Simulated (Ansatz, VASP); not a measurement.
# Tc in VASP and in Ansatz

```
Tc
1.0
     0.00000    1.96291    1.96291
     1.96291    0.00000    1.96291
     1.96291    1.96291    0.00000
Tc
1
Cartesian
  0.0000 0.0000 0.0000
```

Change from the starting cell: volume scaled by 1.02.

Alike in both runs: task single point; functional PBE; k mesh 9 × 9 × 9; occupations fermi-dirac, width 0.05 eV; non-collinear spin, spin-orbit coupling; Hubbard terms Tc d U = 8.0 eV.

|  | VASP | Ansatz |
| --- | --- | --- |
| version | VASP 6.6.1 | Ansatz 0.2.0 |
| potentials or method | VASP PAW PBE potentials, release 64 (Tc_pv), cutoff 520 eV | all-electron LAPW, relativistic spinors |

VASP gave:

* pressure (GPa): 8.5

Task: Which values does Ansatz return?

Result: Pressure (GPa): 50.6.

The programs project onto different local orbitals, so the same U acts differently, and such runs can settle in different states. Ansatz ran all-electron here, and VASP with PAW potentials.

Noted on Ansatz's run: U is the effective U less J, on atomic orbitals that reach past the spheres; the k mesh is thin for a metal, which can move the energy by tens of meV per atom.
